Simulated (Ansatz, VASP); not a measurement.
## One calculation of S, two programs

Contents of INCAR:

```
PREC     = Accurate       # precision mode
ENCUT    = 600            # plane-wave cutoff, eV
EDIFF    = 1E-7           # SCF threshold, eV
ISMEAR   = 0              # smearing method
SIGMA    = 0.1            # smearing width, eV
LREAL    = F              # projectors in reciprocal space
LASPH    = T              # aspherical terms in the spheres
NELM     = 80             # most SCF steps
ALGO     = Normal         # electronic algorithm
ISIF     = 3              # what is computed and relaxed
LWAVE    = F              # write WAVECAR
LCHARG   = F              # write CHGCAR
GGA      = PE             # functional
IBRION   = 2              # ionic algorithm
NSW      = 90             # ionic steps
EDIFFG   = -0.04          # ionic threshold
```

KPOINTS

```
regular mesh
0
Gamma
  4 4 4
```

Contents of POSCAR:

```
S
1.0
   -3.4292856400      3.4292856400      3.4292856400
    3.4292856400     -3.4292856400      3.4292856400
    3.4292856400      3.4292856400     -3.4292856400
S
6
Direct
    0.6250000000      0.2500000000      0.8750000000
    0.8750000000      0.6250000000      0.2500000000
    0.7500000000      0.6250000000      0.8750000000
    0.2500000000      0.8750000000      0.6250000000
    0.8750000000      0.7500000000      0.6250000000
    0.6250000000      0.8750000000      0.7500000000
```

Input for Ansatz:

```yaml
crystal:
  lattice:
    - [-3.42928564, 3.42928564, 3.42928564]
    - [3.42928564, -3.42928564, 3.42928564]
    - [3.42928564, 3.42928564, -3.42928564]
  atoms:
    - { symbol: S, position: [0.625, 0.25, 0.875] }
    - { symbol: S, position: [0.875, 0.625, 0.25] }
    - { symbol: S, position: [0.75, 0.625, 0.875] }
    - { symbol: S, position: [0.25, 0.875, 0.625] }
    - { symbol: S, position: [0.875, 0.75, 0.625] }
    - { symbol: S, position: [0.625, 0.875, 0.75] }
basis:
  ecutwfc: 420
kpoints:
  mp_grid: { grid: [4, 4, 4] }
hamiltonian:
  xc: pbe
scf:
  occupations: { method: gaussian, width: 0.1 }
  lower_state_search: "off"
output:
  forces: true
  stress: true
  eigenvalues: true
relax:
  adjacent_minimum: "off"
  f_tol: 0.04
  max_steps: 70
  cell: { stress_tol: 0.4 }
```

Alike in both runs: task relaxation of cell and atoms; functional PBE; k mesh 4 × 4 × 4; occupations gaussian, width 0.1 eV; no spin polarisation.

|  | VASP | Ansatz |
| --- | --- | --- |
| version | VASP 6.6.1 | Ansatz 0.2.0 |
| potentials or method | VASP PAW PBE potentials, release 64 (S), cutoff 600 eV | scalar-relativistic, plane waves, PAW |
| valence electrons in the cell | 36 | 36 |

|  | VASP | Ansatz | Ansatz less VASP |
| --- | --- | --- | --- |
| gap on the k mesh at the Fermi level, each at its own relaxed structure (eV) | none | none | - |
| relaxed volume (Å³/atom) | 41.44 | 41.24 | -0.205 |
| relaxed length of the cell vector where the two differ most in proportion (Å) | 6.861 | 6.850 | -0.0113 |

A gap of «none» marks a metal or a gap that the smearing closes.

Noted on VASP's run: the volume moved by over 15 % at a fixed basis, so the end points are rough.
